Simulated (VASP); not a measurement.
Set up this calculation in VASP 6.6.1, as the native input.

- Task: single point
- Functional: r2SCAN
- Dispersion: rVV10
- Potentials or basis: VASP PAW PBE potentials, release 64 (Au)
- Cutoff: 520 eV
- k mesh: 11 × 11 × 11
- Occupations: fermi-dirac, width 0.05 eV
- Spin: no spin polarisation
- Dipole correction: no
- Further INCAR settings: ALGO = Normal; EDIFF = 1e-07; NBANDS = 12

The system is Au.

```
CELL_PARAMETERS angstrom
0.00000 2.02134 2.02134
2.02134 0.00000 2.02134
2.02134 2.02134 0.00000
ATOMIC_POSITIONS crystal
Au 0.00000 0.00000 0.00000
```

One way to write it, as run:

POSCAR

```
Au
1.0
    0.0000000000      2.0213418704      2.0213418704
    2.0213418704      0.0000000000      2.0213418704
    2.0213418704      2.0213418704      0.0000000000
Au
1
Direct
    0.0000000000      0.0000000000      0.0000000000
```

INCAR.step1

```
SYSTEM = Au
ALGO = Normal ; EDIFF = 1E-4
ENCUT = 520 ; GGA = PE
ISMEAR = -1 ; LASPH = .TRUE.
LCHARG = .FALSE. ; LREAL = .FALSE.
LWAVE = .TRUE. ; NBANDS = 12
NELM = 100 ; PREC = Accurate
SIGMA = 0.05
```

INCAR.step2

```
SYSTEM = Au
ALGO = Normal ; BPARAM = 11.95
CPARAM = 0.0093 ; EDIFF = 1E-7
ENCUT = 520 ; ISIF = 2
ISMEAR = -1 ; ISTART = 1
IVDW_NL = 2 ; LASPH = .TRUE.
LCHARG = .TRUE. ; LELF = .TRUE.
LMIXTAU = .TRUE. ; LREAL = .FALSE.
LUSE_VDW = .TRUE. ; LVHAR = .TRUE.
LWAVE = .FALSE. ; METAGGA = R2SCAN
NBANDS = 12 ; NELM = 100
PREC = Accurate ; SIGMA = 0.05
```

KPOINTS

```
k-points
0
G
  11 11 11
  0 0 0
```

Potentials or basis: VASP PAW PBE potentials, release 64 (Au).

The run is started by

```sh
$ cat potpaw_PBE.64/Au/POTCAR > POTCAR
$ cp INCAR.step1 INCAR
$ mpirun -np 1 vasp_std > vasp.out
$ cp INCAR.step2 INCAR
$ mpirun -np 1 vasp_std > vasp.out
```

Results of the run:

- Pressure: 9.4 GPa

Caveat: the PAW data sets were made with another functional, which shifts forces and pressure a little.

It took 2.4 min on 1 thread of AMD EPYC 7571 (shared host), peak memory 0.19 GiB.
